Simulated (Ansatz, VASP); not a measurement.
## MoS2 in VASP and in Ansatz

File INCAR:

```
  PREC = Accurate
  ENCUT = 520
  EDIFF = 1E-7
  ISMEAR = -1
  SIGMA = 0.05
  LREAL = F
  LASPH = T
  NELM = 80
  ALGO = Normal
  ISIF = 2
  LWAVE = F
  LCHARG = F
  GGA = PS
  NBANDS = 35
```

File KPOINTS:

```
Automatic mesh
0
Gamma
  8 8 1
```

POSCAR

```
MoS2
1.0
    3.1845414560      0.0000000000      0.0000000000
   -1.5922707280      2.7578938003      0.0000000000
    0.0000000000      0.0000000000     21.4538293728
Mo S
2 4
Direct
    0.3333333333      0.6666666667      0.8511602300
    0.6666666667      0.3333333333      0.1488397700
    0.6666666667      0.3333333333      0.7796253900
    0.3333333333      0.6666666667      0.0772510000
    0.6666666667      0.3333333333      0.9227490000
    0.3333333333      0.6666666667      0.2203746100
```

The input input.yaml:

```yaml
crystal:
  lattice:
    - [3.184541456, 0.0, 0.0]
    - [-1.592270728, 2.7578938003, 0.0]
    - [0.0, 0.0, 21.4538293728]
  atoms:
    - { symbol: Mo, position: [0.3333333333, 0.6666666667, 0.85116023] }
    - { symbol: Mo, position: [0.6666666667, 0.3333333333, 0.14883977] }
    - { symbol: S, position: [0.6666666667, 0.3333333333, 0.77962539] }
    - { symbol: S, position: [0.3333333333, 0.6666666667, 0.077251] }
    - { symbol: S, position: [0.6666666667, 0.3333333333, 0.922749] }
    - { symbol: S, position: [0.3333333333, 0.6666666667, 0.22037461] }
hamiltonian:
  xc: pbesol
  pseudopotentials: { kind: paw }
kpoints:
  mp_grid: { grid: [8, 8, 1] }
scf:
  occupations: { method: fermi_dirac, width: 0.05 }
output:
  forces: true
  stress: true
  eigenvalues: true
```

Alike in both runs: task single point; functional PBEsol; k mesh 8 × 8 × 1; occupations fermi-dirac, width 0.05 eV; no spin polarisation.

```csv
,VASP,Ansatz
version,VASP 6.6.1,Ansatz 0.2.0
potentials or method,"VASP PAW PBE potentials, release 64 (Mo_sv, S)",Ansatz PAW
plane-wave cutoff (eV),520,420
valence electrons in the cell,52,52
```

VASP gave:

| Item | Value |
| --- | --- |
| gap on the k mesh at the Fermi level (eV) | 1.33 |
| least direct gap on the mesh (eV) | 1.94 |
| rms of the force components (eV/Å) | 0.083 |

Which values does Ansatz return?

gap on the k mesh at the Fermi level (eV): 1.31; least direct gap on the mesh (eV): 1.94; rms of the force components (eV/Å): 0.082.

VASP's potentials were made for PBE, not for PBEsol. Atom by atom the forces differ by 0.001 eV/Å (rms over components). With one functional, cell and mesh, what is left measures potentials, basis and numerics.
